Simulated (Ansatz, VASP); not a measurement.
# TaRu in VASP and in Ansatz

```
Ta Ru
1.0
     3.00184    0.00000    0.00000
     0.00000    3.00184    0.00000
     0.00000    0.00000    3.36687
Ta Ru
1 1
Direct
  0.50000 0.50000 0.50000
  0.00000 0.00000 0.00000
```

Alike in both runs: functional LDA; k mesh 14 × 14 × 12; occupations gaussian, width 0.1 eV; no spin polarisation.

Ansatz relaxed the structure, and its values are those at the end. VASP's run is a single point on that final structure, the one shown.

```csv
,VASP,Ansatz
version,VASP 6.6.1,Ansatz 0.2.0
potentials or method,"VASP PAW LDA potentials, release 64 (Ta_sv_GW, Ru_sv), cutoff 600 eV","scalar-relativistic, plane waves, PAW"
valence electrons in the cell,29,29
```

|  | VASP | Ansatz | Ansatz less VASP |
| --- | --- | --- | --- |
| gap on the k mesh at the Fermi level (eV) | none | none | - |
| pressure (GPa) | 0.5 | 0.0 | -0.53 |

LDA's correlation is that of Perdew and Zunger in VASP and of Perdew and Wang (1992) in Ansatz. A gap of «none» marks a metal or a gap that the smearing closes.

Neither program's run includes spin-orbit coupling.
